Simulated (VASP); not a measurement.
Runs of VASP 6.6.1 on Ga. The structure is that of space group P6_3/mmc (No. 194), or close to it. The cells are those of the table. This isn't the form of Ga at room conditions, which is orthorhombic.

```tsv
task	cell	k mesh	cutoff (eV)	gap on the mesh (eV)	pressure (GPa)
single point	a = 2.884, b = 2.884, c = 4.561 Å, angles 90.0, 90.0, 120.0°, 2 atoms	14 × 14 × 8	520	none	6.4
single point	a = 3.004, b = 3.004, c = 4.751 Å, angles 90.0, 90.0, 120.0°, 2 atoms	14 × 14 × 8	520	none	(a)
single point	a = 2.965, b = 2.965, c = 4.689 Å, angles 90.0, 90.0, 120.0°, 2 atoms	14 × 14 × 8	520	none	0.3
single point	a = 2.965, b = 2.965, c = 4.689 Å, angles 90.0, 90.0, 120.0°, 2 atoms	12 × 12 × 7	520	none	0.1
relaxation of cell and atoms	relaxed from a = 3.026, b = 3.026, c = 4.942 Å, angles 90.0, 90.0, 120.0°, 2 atoms	12 × 12 × 7	600	none	0.1
single point	a = 2.925, b = 2.925, c = 4.626 Å, angles 90.0, 90.0, 120.0°, 2 atoms	14 × 14 × 8	520	none	3.0
single point	a = 2.965, b = 2.965, c = 4.689 Å, angles 90.0, 90.0, 120.0°, 2 atoms	20 × 20 × 11	520	none	0.1
single point	a = 3.042, b = 3.042, c = 4.811 Å, angles 90.0, 90.0, 120.0°, 2 atoms	14 × 14 × 8	520	none	(b)
single point	a = 3.079, b = 3.079, c = 4.870 Å, angles 90.0, 90.0, 120.0°, 2 atoms	14 × 14 × 8	520	none	-4.9
single point	a = 2.841, b = 2.841, c = 4.494 Å, angles 90.0, 90.0, 120.0°, 2 atoms	14 × 14 × 8	520	none	10.6
```

Alike in all rows: level PBEsol; potentials or basis VASP PAW PBE potentials, release 64 (Ga_d); no spin polarisation; smearing fermi-dirac 0.1 eV.

Problem. Fill in the values left out.

Solution. (a) -1.8; (b) -3.5.

Caveats: the PAW data sets were made with another functional, which shifts forces and pressure a little; the cell stands under pressure (at least some runs); the cell stands under tension (at least some runs).

A k mesh can miss the band edges, and the runs leave out spin-orbit coupling on Ga.

A gap of «none» marks levels without a gap at the run's occupations.
